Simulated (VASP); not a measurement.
## Be: single point with PBE

The system is Be.

```
Be
1.0
    -1.57903    0.00000    1.57903
     0.00000    1.57903    1.57903
    -1.57903    1.57903    0.00000
Be
1
Cartesian
  0.0000 0.0000 0.0000
```

* Program: VASP 6.6.1
* Task: single point
* Functional: PBE
* Potentials or basis: VASP PAW PBE potentials, release 64 (Be)
* Cutoff: 600 eV
* k mesh: 4 × 4 × 4
* Occupations: fermi-dirac, width 0.1 eV
* Spin: no spin polarisation

- Pressure: 9.2 GPa
- Band gap on the k mesh: zero (band 1 reaches 8.52 eV, above the bottom of band 2 at 7.57 eV)

Levels at points of the mesh, in eV from the Fermi level:
| k point | band 1 | band 2 | band 3 | band 4 | band 5 | band 6 |
| --- | --- | --- | --- | --- | --- | --- |
| (0.00, 0.00, 0.00) | -12.67 | 18.65 | 18.65 | 18.65 | 28.31 | 28.31 |
| (0.50, 0.00, 0.00) | -6.09 | -0.79 | 15.71 | 15.71 | 25.46 | 25.46 |
| (0.50, 0.50, 0.00) | -3.47 | 3.04 | 8.74 | 8.74 | 14.37 | 21.97 |

Run time: 0.9 s on 1 thread of AMD EPYC 7R13 Processor (Zen 3) (shared host), peak memory 0.08 GiB.

Caveat: the k points lie up to 0.86 Å⁻¹ apart.
